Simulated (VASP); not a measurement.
# AlN (F-43m) in VASP: further runs

The runs below take AlN through relaxation of cell and atoms, single point, with PBE.

Program: VASP 6.6.1. These are calculated values, not measurements. Logs are shortened: lines on timing, memory, paths and dates and some standing lists are left out, and cuts for length are marked.

## 1. The cell of the first run

The structure is cubic, space group F-43m (No. 216). Conventional cell: a = 4.334 Å, b = 4.334 Å, c = 4.334 Å, α = 90.00°, β = 90.00°, γ = 90.00°. Al (site symmetry -43m) has 4 N at 1.88 Å within 2.5 Å. Within 2.5 Å of N (site symmetry -43m) lie 4 Al at 1.88 Å.

## 2. Relaxation of cell and atoms, PBE, target pressure 10 GPa, at which the enthalpy is minimised

File INCAR:

```
  PREC = Accurate
  ENCUT = 600
  EDIFF = 1E-7
  ISMEAR = 0
  SIGMA = 0.02
  LREAL = F
  LASPH = T
  NELM = 60
  ALGO = Normal
  ISIF = 3
  LWAVE = F
  LCHARG = F
  GGA = PE
  IBRION = 2
  NSW = 70
  EDIFFG = -0.008
  PSTRESS = 100.0
```

File KPOINTS:

```
regular mesh
0
Gamma
  10 10 10
```

File POSCAR:

```
AlN
1.0
    0.0000000000      2.1667687539      2.1667687539
    2.1667687539      0.0000000000      2.1667687539
    2.1667687539      2.1667687539      0.0000000000
Al N
1 1
Direct
    0.0000000000      0.0000000000      0.0000000000
    0.7500000000      0.7500000000      0.7500000000
```

Potentials or basis: VASP PAW PBE potentials, release 64 (Al, N).

Started as:

```console
$ cat potpaw_PBE.64/Al/POTCAR potpaw_PBE.64/N/POTCAR > POTCAR
$ mpirun -np 1 vasp_std > vasp.out
```

OUTCAR:

```text
PREC = Accurate
   ENCUT = 600
   EDIFF = 1E-7
   ISMEAR = 0
   LREAL = F
   LASPH = T
   NELM = 60
   ISIF = 3
   GGA = PE
   IBRION = 2
   NSW = 70
   EDIFFG = -0.008
   PSTRESS = 100.0

 ion  position               nearest neighbor table
   1  0.000  0.000  0.000-   2 1.88   2 1.88   2 1.88   2 1.88
   2  0.750  0.750  0.750-   1 1.88   1 1.88   1 1.88   1 1.88

  LATTYP: Found a face centered cubic cell.
 ALAT       =     4.3335375078

  Lattice vectors:

 A1 = (   0.0000000000,   2.1667687539,   2.1667687539)
 A2 = (   2.1667687539,   0.0000000000,   2.1667687539)
 A3 = (   2.1667687539,   2.1667687539,   0.0000000000)

Analysis of symmetry for initial positions (statically):
=====================================================================
 Subroutine PRICEL returns:
 Original cell was already a primitive cell.

 Routine SETGRP: Setting up the symmetry group for a
 face centered cubic supercell.

 Subroutine GETGRP returns: Found 24 space group operations
 (whereof 24 operations were pure point group operations)
 out of a pool of 48 trial point group operations.

The static configuration has the point symmetry T_d .

Analysis of symmetry for dynamics (positions and initial velocities):
=====================================================================
 Subroutine PRICEL returns:
 Original cell was already a primitive cell.

 Routine SETGRP: Setting up the symmetry group for a
 face centered cubic supercell.

 Subroutine GETGRP returns: Found 24 space group operations
 (whereof 24 operations were pure point group operations)
 out of a pool of 48 trial point group operations.

The dynamic configuration has the point symmetry T_d .

 Subroutine INISYM returns: Found 24 space group operations
 (whereof 24 operations are pure point group operations),
 and found     1 'primitive' translations

----------------------------------------------------------------------------------------

                                     Primitive cell

  volume of cell :      20.3455

  direct lattice vectors                    reciprocal lattice vectors
     0.000000000  2.166768754  2.166768754    -0.230758358  0.230758358  0.230758358
     2.166768754  0.000000000  2.166768754     0.230758358 -0.230758358  0.230758358
     2.166768754  2.166768754  0.000000000     0.230758358  0.230758358 -0.230758358

  length of vectors
     3.064273758  3.064273758  3.064273758     0.399685200  0.399685200  0.399685200

  position of ions in fractional coordinates (direct lattice)
     0.000000000  0.000000000  0.000000000
     0.750000000  0.750000000  0.750000000

  ion indices of the primitive-cell ions
   primitive index   ion index
                 1           1
                 2           2

----------------------------------------------------------------------------------------

 KPOINTS: regular mesh

Automatic generation of k-mesh.
 Grid dimensions read from file:
 generate k-points for:   10   10   10

 Generating k-lattice:

  Cartesian coordinates                     Fractional coordinates (reciprocal lattice)
    -0.023075836  0.023075836  0.023075836     0.100000000  0.000000000  0.000000000
     0.023075836 -0.023075836  0.023075836     0.000000000  0.100000000  0.000000000
     0.023075836  0.023075836 -0.023075836     0.000000000  0.000000000  0.100000000

  Length of vectors
     0.039968520  0.039968520  0.039968520

  Shift w.r.t. Gamma in fractional coordinates (k-lattice)
     0.000000000  0.000000000  0.000000000

 Subroutine IBZKPT returns following result:
 ===========================================

 Found     47 irreducible k-points:

 Following reciprocal coordinates:
            Coordinates               Weight
  0.000000  0.000000  0.000000      1.000000
  0.100000  0.000000  0.000000      8.000000
  0.200000  0.000000  0.000000      8.000000
  0.300000  0.000000  0.000000      8.000000
  0.400000  0.000000  0.000000      8.000000
  0.500000  0.000000  0.000000      4.000000
[... 16 lines left out ...]
  0.300000  0.300000  0.000000      6.000000
  0.400000  0.300000  0.000000     24.000000
 [... further k-points ...]
   k-points           NKPTS =     47   k-points in BZ     NKDIM =     47   number of bands    NBANDS=      8
   number of dos      NEDOS =    301   number of ions     NIONS =      2
   total plane-waves  NPLWV =  13824
   dimension x,y,z NGX =    24 NGY =   24 NGZ =   24
   dimension x,y,z NGXF=    48 NGYF=   48 NGZF=   48
   ions per type =               1   1
   NGX,Y,Z   is equivalent  to a cutoff of  13.02, 13.02, 13.02 a.u.
   NGXF,Y,Z  is equivalent  to a cutoff of  26.04, 26.04, 26.04 a.u.
 SYSTEM =  unknown system
   PREC   = accura    normal or accurate (medium, high low for compatibility)
   ISTART =      0    job   : 0-new  1-cont  2-samecut
   ICHARG =      2    charge: 1-file 2-atom 10-const
   ISPIN  =      1    spin polarized calculation?
   LNONCOLLINEAR =      F non collinear calculations
   LSORBIT =      F    spin-orbit coupling
   LASPH  =      T    aspherical Exc in radial PAW
   ENCUT  =  600.0 eV  44.10 Ry    6.64 a.u.   6.12  6.12  6.12*2*pi/ulx,y,z
   NELM   =     60;   NELMIN=  2; NELMDL= -5     # of ELM steps
   EDIFF  = 0.1E-06   stopping-criterion for ELM
   LREAL  =      F    real-space projection
   EDIFFG = -.8E-02   stopping-criterion for IOM
   NSW    =     70    number of steps for IOM
   IBRION =      2    ionic relax: 0-MD 1-quasi-New 2-CG
   NFREE  =      1    steps in history (QN), initial steepest desc. (CG)
   ISIF   =      3    stress and relaxation
   ISYM   =      2    0-nonsym 1-usesym 2-fastsym
   POTIM  = 0.5000    time-step for ionic-motion
   TEBEG  =    0.0;   TEEND  =   0.0 temperature during run
   PSTRESS=  100.0 pullay stress
   NELECT =       8.0000    total number of electrons
   NUPDOWN=      -1.0000    fix difference up-down
   EMIN   =  10.00;   EMAX   =-10.00  energy-range for DOS
   EFERMI =   0.00;   METHOD = LEGACY
   ISMEAR =     0;   SIGMA  =   0.02  broadening in eV -4-tet -1-fermi 0-gaus
   EFERMI_NEDOS =   21; number of points for ismear=-14 and -15
   IALGO  =     38    algorithm
   IMIX   =      4    mixing-type and parameters
     AMIX     =   0.40;   BMIX     =  1.00
     AMIX_MAG =   1.60;   BMIX_MAG =  1.00
  volume/ion in A,a.u.               =      10.17        68.65
  Fermi-wavevector in a.u.,A,eV,Ry     =   1.199358  2.266458 19.571440  1.438460
  Thomas-Fermi vector in A             =   2.335223
   LORBIT       =      0    0 simple, 1 ext, 2 COOP (PROOUT), +10 PAW based schemes
   GGA     = PE    functional components
   LHFCALC =     F    Hartree Fock is set to
   AEXX    =    0.0000 exact exchange contribution
   IVDW    =     0    specifies the selected vdW correction
   LEPSILON=     F    determine dielectric tensor
   LRPA    =     F    only Hartree local field effects (RPA)
 conjugate gradient relaxation of ions
 non-spin polarized calculation
 Gauss-broadening in eV      SIGMA  =   0.02
  energy-cutoff  :      600.00
  volume of cell :       20.35
 maximum number of plane-waves:       700
   NGX = 13   NGY = 13   NGZ = 13

--------------------------------------- Ionic step        1  -------------------------------------------

 number of electron       7.9999999 magnetization

 Free energy of the ion-electron system (eV)
  ---------------------------------------------------
  ext. energy  EPLUGINS =         0.00000000
  ---------------------------------------------------
  free energy    TOTEN  =       -14.81974533 eV

  energy without entropy =      -14.81974533  energy(sigma->0) =      -14.81974533

------------------------ aborting loop because EDIFF is reached ----------------------------------------

  FORCE on cell =-STRESS in cart. coord.  units (eV):
  Direction    XX          YY          ZZ          XY          YZ          ZX
  --------------------------------------------------------------------------------------
  -------------------------------------------------------------------------------------
  Total        1.2376659      1.2376659      1.2376659      0.0000000     -0.0000000     -0.0000000
  in kB       97.4644693     97.4644693     97.4644693      0.0000000     -0.0000000     -0.0000000
  external PRESSURE =      -2.5355307 kB  Pullay stress =     100.0000000 kB
[... 61 lines left out ...]
  enthalpy is  TOTEN    =       -13.5498784741 eV   P V=        1.2669072573

--------------------------------------- Ionic step        3  -------------------------------------------

 number of electron       7.9999999 magnetization

 Free energy of the ion-electron system (eV)
  ---------------------------------------------------
  ext. energy  EPLUGINS =         0.00000000
  ---------------------------------------------------
  free energy    TOTEN  =       -14.81832809 eV

  energy without entropy =      -14.81832809  energy(sigma->0) =      -14.81832809

 E-fermi :   6.3377     XC(G=0): -11.0429

 val. band max:        6.2070045568   @ k =   0.0000   0.0000   0.0000
 cond. band min:       9.5375839436   @ k =   0.5000   0.5000   0.0000
 fundamental gap:      3.3305793868
 Fermi energy:         6.3376926970

 k-point     1 :       0.0000    0.0000    0.0000
  band No.  band energies     occupation
      1      -8.9201      2.00000
      2       6.2070      2.00000
      3       6.2070      2.00000
      4       6.2070      2.00000
      5      10.6256      0.00000
      6      19.0162      0.00000
      7      19.0162      0.00000
      8      19.0162      0.00000
[... 243 lines left out ...]
 k-point    24 :       0.4000    0.3000    0.0000
  band No.  band energies     occupation
      1      -6.8450      2.00000
      2       2.0073      2.00000
      3       4.4793      2.00000
      4       4.7837      2.00000
      5      11.1786      0.00000
      6      15.9091      0.00000
      7      18.7642      0.00000
      8      21.0721      0.00000

 [... further k-points ...]
[... 5 lines left out ...]
  --------------------------------------------------------------------------------------
  -------------------------------------------------------------------------------------
  Total        1.2693504      1.2693504      1.2693504      0.0000000      0.0000000     -0.0000000
  in kB      100.0727187    100.0727187    100.0727187      0.0000000      0.0000000     -0.0000000
  external PRESSURE =       0.0727187 kB  Pullay stress =     100.0000000 kB
[... 17 lines left out ...]
  FREE ENERGIE OF THE ION-ELECTRON SYSTEM (eV)
  ---------------------------------------------------
  free  energy   TOTEN  =       -14.8183280887 eV

  energy  without entropy=      -14.8183280887  energy(sigma->0) =      -14.81832809

  enthalpy is  TOTEN    =       -13.5499001158 eV   P V=        1.2684279729

 reached required accuracy - stopping structural energy minimisation
```

Wall time 5.3 s (1 thread of Intel Xeon 6975P-C (Granite Rapids), shared host); peak memory 0.13 GiB.

What came out:

* Free energy: -14.8183 eV
* Relaxed volume: 10.16 Å³/atom
* Relaxed cell: a = 3.063 Å, b = 3.063 Å, c = 3.063 Å, α = 60.00°, β = 60.00°, γ = 60.00°
* Space group after relaxing (to 0.05 Å): F-43m (No. 216)
* Energy change on relaxing (the enthalpy is what falls): +0.7 meV/atom
* Ionic steps: 3
* Pressure after relaxing: 10.0 GPa
* Band gap on the k mesh: 3.33 eV, indirect (least direct gap 4.42 eV)

Step by step:
```tsv
step	energy change (eV)	largest force (eV/Å)	pressure (GPa)	volume (Å³)
1	0.0000	0.0000	9.75	20.35
2	0.0030	0.0000	10.29	20.30
3	0.0014	0.0000	10.01	20.32
```

Final structure:
```xyz
2
Lattice="0.0000 2.1660 2.1660 2.1660 0.0000 2.1660 2.1660 2.1660 0.0000" Properties=species:S:1:pos:R:3 pbc="T T T"
Al    0.0000    0.0000    0.0000
N     3.2489    3.2489    3.2489
```

Caveat: the cell is relaxed towards a set pressure, so the enthalpy falls and the energy may rise. PBE gaps usually lie below the measured ones, often by a third to a half.

(Part 1 of 2 ends here.)
